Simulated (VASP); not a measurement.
# Sr2C (Fm-3m) in VASP: further runs, part 2 of 2

VASP 6.6.1.

## Step 4: Single point, HSE06

POSCAR reads:

```
Sr2C
1.0
    0.0000000000      3.3601424432      3.3601424432
    3.3601424432      0.0000000000      3.3601424432
    3.3601424432      3.3601424432      0.0000000000
C Sr
1 2
Direct
    0.0000000000      0.0000000000      0.0000000000
    0.2500000000      0.2500000000      0.2500000000
    0.7500000000      0.7500000000      0.7500000000
```

INCAR.step1 reads:

```
PREC = Accurate
ENCUT = 520
EDIFF = 1E-5
ISMEAR = -1
SIGMA = 0.02
LREAL = False
LASPH = True
NELM = 80
ALGO = Normal
ISIF = 2
LWAVE = True
GGA = PE
NBANDS = 19
```

INCAR.step2 reads:

```
PREC = Accurate
ENCUT = 520
EDIFF = 1E-6
ISMEAR = -1
SIGMA = 0.02
LREAL = False
LASPH = True
NELM = 80
ALGO = Normal
ISIF = 2
LWAVE = False
LCHARG = True
GGA = PE
LHFCALC = True
HFSCREEN = 0.2079
PRECFOCK = Normal
LELF = True
LVHAR = True
ISTART = 1
NBANDS = 19
```

KPOINTS reads:

```
regular mesh
0
Gamma
  4 4 4
```

Potentials or basis: VASP PAW PBE potentials, release 64 (C, Sr_sv).

On the command line:

```sh
$ cat potpaw_PBE.64/C/POTCAR potpaw_PBE.64/Sr_sv/POTCAR > POTCAR
$ cp INCAR.step1 INCAR
$ mpirun -np 1 vasp_std > vasp.out
$ cp INCAR.step2 INCAR
$ mpirun -np 1 vasp_std > vasp.out
```

OUTCAR:

```text
PREC = Accurate
   ENCUT = 520
   EDIFF = 1E-6
   ISMEAR = -1
   LREAL = False
   LASPH = True
   NELM = 80
   ISIF = 2
   GGA = PE
   LHFCALC = True
   HFSCREEN = 0.2079
   PRECFOCK = Normal
   ISTART = 1

 ion  position               nearest neighbor table
   1  0.000  0.000  0.000-   3 2.91   3 2.91   3 2.91   2 2.91   2 2.91   2 2.91   3 2.91   2 2.91

   2  0.250  0.250  0.250-   1 2.91   1 2.91   1 2.91   1 2.91   3 3.36   3 3.36   3 3.36   3 3.36
                             3 3.36   3 3.36
   3  0.750  0.750  0.750-   1 2.91   1 2.91   1 2.91   1 2.91   2 3.36   2 3.36   2 3.36   2 3.36
                             2 3.36   2 3.36

  LATTYP: Found a face centered cubic cell.
 ALAT       =     6.7202848864

  Lattice vectors:

 A1 = (   0.0000000000,   3.3601424432,   3.3601424432)
 A2 = (   3.3601424432,   0.0000000000,   3.3601424432)
 A3 = (   3.3601424432,   3.3601424432,   0.0000000000)

Analysis of symmetry for initial positions (statically):
=====================================================================
 Subroutine PRICEL returns:
 Original cell was already a primitive cell.

 Routine SETGRP: Setting up the symmetry group for a
 face centered cubic supercell.

 Subroutine GETGRP returns: Found 48 space group operations
 (whereof 48 operations were pure point group operations)
 out of a pool of 48 trial point group operations.

The static configuration has the point symmetry O_h .

Analysis of symmetry for dynamics (positions and initial velocities):
=====================================================================
 Subroutine PRICEL returns:
 Original cell was already a primitive cell.

 Routine SETGRP: Setting up the symmetry group for a
 face centered cubic supercell.

 Subroutine GETGRP returns: Found 48 space group operations
 (whereof 48 operations were pure point group operations)
 out of a pool of 48 trial point group operations.

The dynamic configuration has the point symmetry O_h .

 Subroutine INISYM returns: Found 48 space group operations
 (whereof 48 operations are pure point group operations),
 and found     1 'primitive' translations

----------------------------------------------------------------------------------------

                                     Primitive cell

  volume of cell :      75.8758

  direct lattice vectors                    reciprocal lattice vectors
     0.000000000  3.360142443  3.360142443    -0.148803215  0.148803215  0.148803215
     3.360142443  0.000000000  3.360142443     0.148803215 -0.148803215  0.148803215
     3.360142443  3.360142443  0.000000000     0.148803215  0.148803215 -0.148803215

  length of vectors
     4.751959015  4.751959015  4.751959015     0.257734730  0.257734730  0.257734730

  position of ions in fractional coordinates (direct lattice)
     0.000000000  0.000000000  0.000000000
     0.250000000  0.250000000  0.250000000
     0.750000000  0.750000000  0.750000000

  ion indices of the primitive-cell ions
   primitive index   ion index
                 1           1
[... 30 lines left out ...]
            Coordinates               Weight
  0.000000  0.000000  0.000000      1.000000
  0.250000  0.000000  0.000000      8.000000
  0.500000  0.000000  0.000000      4.000000
  0.250000  0.250000  0.000000      6.000000
  0.500000  0.250000  0.000000     24.000000
 -0.250000  0.250000  0.000000     12.000000
  0.500000  0.500000  0.000000      3.000000
 -0.250000  0.500000  0.250000      6.000000
   k-points           NKPTS =      8   k-points in BZ     NKDIM =     64   number of bands    NBANDS=     19
   number of dos      NEDOS =    301   number of ions     NIONS =      3
   total plane-waves  NPLWV =  46656
   dimension x,y,z NGX =    36 NGY =   36 NGZ =   36
   dimension x,y,z NGXF=    72 NGYF=   72 NGZF=   72
   ions per type =               1   2
   NGX,Y,Z   is equivalent  to a cutoff of  12.59, 12.59, 12.59 a.u.
   NGXF,Y,Z  is equivalent  to a cutoff of  25.19, 25.19, 25.19 a.u.
 SYSTEM =  unknown system
   PREC   = accura    normal or accurate (medium, high low for compatibility)
   ISTART =      1    job   : 0-new  1-cont  2-samecut
   ICHARG =      0    charge: 1-file 2-atom 10-const
   ISPIN  =      1    spin polarized calculation?
   LNONCOLLINEAR =      F non collinear calculations
   LSORBIT =      F    spin-orbit coupling
   LASPH  =      T    aspherical Exc in radial PAW
   ENCUT  =  520.0 eV  38.22 Ry    6.18 a.u.   8.84  8.84  8.84*2*pi/ulx,y,z
   NELM   =     80;   NELMIN=  2; NELMDL=  0     # of ELM steps
   EDIFF  = 0.1E-05   stopping-criterion for ELM
   LREAL  =      F    real-space projection
   EDIFFG = 0.1E-04   stopping-criterion for IOM
   NSW    =      0    number of steps for IOM
   IBRION =     -1    ionic relax: 0-MD 1-quasi-New 2-CG
   NFREE  =      0    steps in history (QN), initial steepest desc. (CG)
   ISIF   =      2    stress and relaxation
   ISYM   =      3    0-nonsym 1-usesym 2-fastsym
   POTIM  = 0.5000    time-step for ionic-motion
   TEBEG  =    0.0;   TEEND  =   0.0 temperature during run
   PSTRESS=    0.0 pullay stress
   NELECT =      24.0000    total number of electrons
   NUPDOWN=      -1.0000    fix difference up-down
   EMIN   =  10.00;   EMAX   =-10.00  energy-range for DOS
   EFERMI =   0.00;   METHOD = LEGACY
   ISMEAR =    -1;   SIGMA  =   0.02  broadening in eV -4-tet -1-fermi 0-gaus
   EFERMI_NEDOS =   21; number of points for ismear=-14 and -15
   IALGO  =     38    algorithm
   IMIX   =      1    mixing-type and parameters
     AMIX     =   0.40;   BMIX     =  1.00
     AMIX_MAG =   1.60;   BMIX_MAG =  1.00
  volume/ion in A,a.u.               =      25.29       170.68
  Fermi-wavevector in a.u.,A,eV,Ry     =   1.115435  2.107866 16.928301  1.244195
  Thomas-Fermi vector in A             =   2.252040
   LORBIT       =      0    0 simple, 1 ext, 2 COOP (PROOUT), +10 PAW based schemes
   GGA     = PE    functional components
   LHFCALC =     T    Hartree Fock is set to
   PRECFOCK=normal    Normal, Fast or Accurate (Low or Medium for compatibility)
   ENCUT4O =  -1.0   cutoff for four orbital integrals eV
   NKREDX  =     1    reduce k-point grid by
   NKREDY  =     1    reduce k-point grid by
   NKREDZ  =     1    reduce k-point grid by
   AEXX    =    0.2500 exact exchange contribution
   HFSCREEN=    0.2079 screening length (either q_TF or 0.3 A-1)
   HFSCREENC=   0.2079 screening length for correlation (either q_TF or 0.3 A-1)
   ENCUTFOCK=  -1.0 apply spherical cutoff to Coloumb kernel
   IVDW    =     0    specifies the selected vdW correction
   LEPSILON=     F    determine dielectric tensor
   LRPA    =     F    only Hartree local field effects (RPA)
 non-spin polarized calculation
  energy-cutoff  :      520.00
  volume of cell :       75.88
 maximum number of plane-waves:      2085
  NGX = 28; NGY = 28; NGZ = 28

 number of electron      24.0000000 magnetization

 Free energy of the ion-electron system (eV)
  ---------------------------------------------------
  ext. energy  EPLUGINS =         0.00000000
  ---------------------------------------------------
  free energy    TOTEN  =       -11.76823634 eV

  energy without entropy =      -11.76823144  energy(sigma->0) =      -11.76823389

 E-fermi :   2.8778     XC(G=0):  -7.6029

 val. band max:        2.6821112551   @ k =   0.5000   0.5000   0.0000
 cond. band min:       3.0471968347   @ k =   0.0000   0.0000   0.0000
 fundamental gap:      0.3650855796
 Fermi energy:         2.8777911649

 k-point     1 :       0.0000    0.0000    0.0000
  band No.  band energies     occupation
      1     -35.3369      2.00000
      2     -35.0501      2.00000
      3     -16.3140      2.00000
      4     -16.3140      2.00000
      5     -16.3140      2.00000
      6     -15.6370      2.00000
[... 153 lines left out ...]
      6     -16.0311      2.00000
[... 11 lines left out ...]
     18       7.8504      0.00000
     19       9.9796      0.00000

------------------------ aborting loop because EDIFF is reached ----------------------------------------

  FORCE on cell =-STRESS in cart. coord.  units (eV):
  Direction    XX          YY          ZZ          XY          YZ          ZX
  --------------------------------------------------------------------------------------
  -------------------------------------------------------------------------------------
  Total        0.2049138      0.2049138      0.2049138     -0.0000000     -0.0000000     -0.0000000
  in kB        4.3269189      4.3269189      4.3269189     -0.0000000     -0.0000000     -0.0000000
  external PRESSURE =       4.3269189 kB  Pullay stress =       0.0000000 kB

 VOLUME and BASIS-vectors are now :
 -----------------------------------------------------------------------------
  energy-cutoff  :      520.00
  volume of cell :       75.88
      direct lattice vectors                 reciprocal lattice vectors
     0.000000000  3.360142443  3.360142443    -0.148803215  0.148803215  0.148803215
     3.360142443  0.000000000  3.360142443     0.148803215 -0.148803215  0.148803215
     3.360142443  3.360142443  0.000000000     0.148803215  0.148803215 -0.148803215

 POSITION                                       TOTAL-FORCE (eV/Angst)
 -----------------------------------------------------------------------------------
      0.00000      0.00000      0.00000         0.000000     -0.000000     -0.000000
      1.68007      1.68007      1.68007         0.000000      0.000000      0.000000
      5.04021      5.04021      5.04021        -0.000000     -0.000000     -0.000000
 -----------------------------------------------------------------------------------
    total drift:                               -0.000001     -0.000001     -0.000001

  FREE ENERGIE OF THE ION-ELECTRON SYSTEM (eV)
  ---------------------------------------------------
  free  energy   TOTEN  =       -11.7682363418 eV

  energy  without entropy=      -11.7682314356  energy(sigma->0) =      -11.76823389
```

Run time: 24 min. Hardware: 1 thread of AMD EPYC 7R43 (Zen 3), shared host; peak memory 0.29 GiB.

Results:

```yaml
Free_energy: -11.7682 eV
Pressure: 0.4 GPa
Band_gap_on_the_k_mesh: 0.37 eV (least direct gap 0.39 eV)
```

Caveat: the structure was generated, so it needn't be the stable form of Sr2C; the PAW data sets were made with another functional, which shifts forces and pressure a little.

## Step 5: The runs side by side

```tsv
level	cell	k mesh	grid for exact exchange (PRECFOCK)	share of exact exchange	screening parameter	gap on the mesh (eV)	pressure (GPa)
PBE	a = 4.752 Å, angles 60.0°, 3 atoms	6 × 6 × 6	-	-	-	none	0.6
HSE06	a = 4.633 Å, angles 60.0°, 3 atoms	4 × 4 × 4	Normal	0.25	0.2079 1/Å	0.33	3.9
HSE06	a = 4.752 Å, angles 60.0°, 3 atoms	4 × 4 × 4	Normal	0.25	0.2079 1/Å	0.37	0.4
```

Alike in all rows: task single point; potentials or basis VASP PAW PBE potentials, release 64 (C, Sr_sv); no spin polarisation; cutoff (eV) 520; smearing fermi-dirac 0.02 eV.

Caveats: the structure was generated, so it needn't be the stable form of Sr2C; the PAW data sets were made with another functional, which shifts forces and pressure a little (at least some runs); the cell stands under pressure (at least some runs).

Absolute energies hang on the potentials; compare differences alone.

The gap in the log of VASP goes by the Fermi energy; the results here count the filled bands.